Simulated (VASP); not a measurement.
Wanted: the native input for a VASP 6.6.1 run.

* Task: single point
* Functional: PBE
* Potentials or basis: VASP PAW PBE potentials, release 64 (Sn_d, O)
* Cutoff: 520 eV
* k mesh: 12 × 12 × 12
* Occupations: fermi-dirac, width 0.08 eV
* Spin: no spin polarisation
* Dipole correction: no
* Further INCAR settings: ALGO = Normal; EDIFF = 1e-07; NBANDS = 20

The structure of SnO2 (fluorite type) lies in POSCAR:

```
SnO2
1.0
    0.0000000000      2.5715937714      2.5715937714
    2.5715937714      0.0000000000      2.5715937714
    2.5715937714      2.5715937714      0.0000000000
Sn O
1 2
Direct
    0.0000000000      0.0000000000      0.0000000000
    0.2500000000      0.2500000000      0.2500000000
    0.7500000000      0.7500000000      0.7500000000
```

These files were run (other wordings do the same):

INCAR

```
SYSTEM = SnO2
ALGO = Normal
EDIFF = 1E-7
ENCUT = 520
GGA = PE
ISIF = 2
ISMEAR = -1
LASPH = .TRUE.
LCHARG = .FALSE.
LREAL = .FALSE.
LWAVE = .FALSE.
NBANDS = 20
NELM = 80
PREC = Accurate
SIGMA = 0.08
```

KPOINTS

```
k-points
0
G
  12 12 12
  0 0 0
```

Potentials or basis: VASP PAW PBE potentials, release 64 (Sn_d, O).

Launch:

```console
$ cat potpaw_PBE.64/Sn_d/POTCAR potpaw_PBE.64/O/POTCAR > POTCAR
$ mpirun -np 1 vasp_std > vasp.out
```

Results of the run:

```json
{"Pressure": "0.6 GPa", "Band gap on the k mesh": "zero (band 13 reaches 7.39 eV, above the bottom of band 14 at 7.23 eV)"}
```

Caveat: spin-orbit coupling is left out, which moves the levels of the heavy elements.

Wall time 29 s on 1 thread of Intel(R) Xeon(R) Platinum 8488C (Sapphire Rapids), with other jobs on the host, peak memory 0.18 GiB.
